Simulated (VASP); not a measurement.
Here is a VASP 6.6.1 calculation.

The input POSCAR:

```
TiTe2
1.0
    4.5451853460      0.0000000000      0.0000000000
    0.0000000000      4.5451853460      0.0000000000
    0.0000000000      0.0000000000      6.5981013987
Ti Te
2 4
Direct
    0.0000000000      0.0000000000      0.0000000000
    0.5000000000      0.5000000000      0.5000000000
    0.0000000000      0.5000000000      0.3032141976
    0.0000000000      0.5000000000      0.8032141976
    0.5000000000      0.0000000000      0.6967858024
    0.5000000000      0.0000000000      0.1967858024
```

INCAR.step1

```
SYSTEM = TiTe2
  PREC = Accurate
  ENCUT = 550
  ISMEAR = 0
  SIGMA = 0.1
  LREAL = .FALSE.
  LASPH = .TRUE.
  NELM = 120
  GGA = PE
  ALGO = Normal
  EDIFF = 1E-5
  LWAVE = .TRUE.
  LCHARG = .FALSE.
  GGA_COMPAT = .FALSE.
  IBRION = 2
  ISIF = 3
  EDIFFG = -0.005
  NELMIN = 4
  NSW = 100
```

INCAR.step2

```
SYSTEM = TiTe2
  PREC = Accurate
  ENCUT = 550
  EDIFF = 1E-7
  ISMEAR = 0
  SIGMA = 0.1
  LREAL = .FALSE.
  LASPH = .TRUE.
  NELM = 120
  ALGO = Normal
  ISIF = 3
  LWAVE = .FALSE.
  LCHARG = .FALSE.
  METAGGA = R2SCAN
  LMIXTAU = .TRUE.
  IBRION = 2
  NSW = 80
  EDIFFG = -0.05
  ISTART = 1
  GGA_COMPAT = .FALSE.
  NELMIN = 4
```

File KPOINTS:

```
regular mesh
0
G
  4 4 4
  0 0 0
```

Potentials or basis: VASP PAW PBE potentials, release 64 (Ti_sv, Te).

Run with:

```sh
$ cat potpaw_PBE.64/Ti_sv/POTCAR potpaw_PBE.64/Te/POTCAR > POTCAR
$ cp INCAR.step1 INCAR
$ mpirun -np 1 vasp_std > vasp.out
$ cp INCAR.step2 INCAR
$ mpirun -np 1 vasp_std > vasp.out
```

(1) Predict the relaxed volume.

(2) What does it give for the band gap on the k mesh?

Answers

(1) 27.49 Å³/atom.

(2) zero (bands 24 and 25 overlap by 0.09 eV).

Caveat: the volume moved by over 15 % at a fixed basis, so the end points are rough; the highest band is partly filled, so the run has too few bands; the PAW data sets were made with another functional, which shifts forces and pressure a little; spin-orbit coupling is left out, which moves the levels of the heavy elements.
